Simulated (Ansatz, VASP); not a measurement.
One calculation of GaGe3, two programs

File INCAR:

```
PREC     = Accurate       # precision mode
ENCUT    = 520            # plane-wave cutoff, eV
EDIFF    = 1E-6           # SCF threshold, eV
ISMEAR   = -1             # smearing method
SIGMA    = 0.05           # smearing width, eV
LREAL    = False          # projectors in reciprocal space
LASPH    = True           # aspherical terms in the spheres
NELM     = 150            # most SCF steps
ALGO     = Normal         # electronic algorithm
ISIF     = 2              # what is computed and relaxed
LWAVE    = False          # write WAVECAR
LCHARG   = False          # write CHGCAR
MAGMOM   = 0 0 0 0 0 0 0 0 0 0 0 0 # initial moments
LORBIT   = 11             # projections on sites
LSORBIT  = True           # spin-orbit coupling
GGA_COMPAT= False        
LORBMOM  = True         
GGA      = PS             # functional
NBANDS   = 69             # bands
```

Contents of KPOINTS:

```
regular mesh
0
Gamma
  7 7 7
```

Contents of POSCAR:

```
GaGe3
1.0
    0.0000000000      3.3871670000      3.3871670000
    3.3871670000      0.0000000000      3.3871670000
    3.3871670000      3.3871670000      0.0000000000
Ge Ga
3 1
Direct
    0.5000000000      0.5000000000      0.5000000000
    0.7500000000      0.7500000000      0.7500000000
    0.2500000000      0.2500000000      0.2500000000
    0.0000000000      0.0000000000      0.0000000000
```

File input.yaml:

```yaml
crystal:
  lattice:
    - [0.0, 3.387167, 3.387167]
    - [3.387167, 0.0, 3.387167]
    - [3.387167, 3.387167, 0.0]
  atoms:
    - { symbol: Ge, position: [0.5, 0.5, 0.5] }
    - { symbol: Ge, position: [0.75, 0.75, 0.75] }
    - { symbol: Ge, position: [0.25, 0.25, 0.25] }
    - { symbol: Ga, position: [0.0, 0.0, 0.0] }
hamiltonian:
  xc: pbesol
  pseudopotentials: { kind: paw_fr }
magnetization:
  noncollinear: true
  spin_orbit: true
kpoints:
  mp_grid: { grid: [7, 7, 7] }
  band_path:
    path:
      - [[0.0, 0.0, 0.0], [0.5, 0.0, 0.5], [0.5, 0.25, 0.75], [0.375, 0.375, 0.75], [0.0, 0.0, 0.0], [0.5, 0.5, 0.5], [0.625, 0.25, 0.625], [0.5, 0.25, 0.75], [0.5, 0.5, 0.5], [0.375, 0.375, 0.75]]
      - [[0.625, 0.25, 0.625], [0.5, 0.0, 0.5]]
    npoints: 14
scf:
  occupations: { method: fermi_dirac, width: 0.05 }
  n_extra_bands: 10
output:
  forces: true
  stress: true
  eigenvalues: true
  fatbands: false
  write_density: true
  write_potential: true
  elf: true
  volumetric_format: npy
```

Alike in both runs: functional PBEsol; k mesh 7 × 7 × 7; occupations fermi-dirac, width 0.05 eV; non-collinear spin, spin-orbit coupling.

|  | VASP | Ansatz |
| --- | --- | --- |
| version | VASP 6.6.1 | Ansatz 0.2.0 |
| potentials or method | VASP PAW PBE potentials, release 64 (Ge_d, Ga_d) | Ansatz PAW |
| plane-wave cutoff (eV) | 520 | 420 |
| valence electrons in the cell | 55 | 55 |
| task | single point | band structure |

```csv
,VASP,Ansatz,Ansatz less VASP
pressure (GPa),-3.9,-3.9,-0.06
net moment per atom (μB),0.00,0.00,0.000
```

VASP's potentials were made for PBE, not for PBEsol.
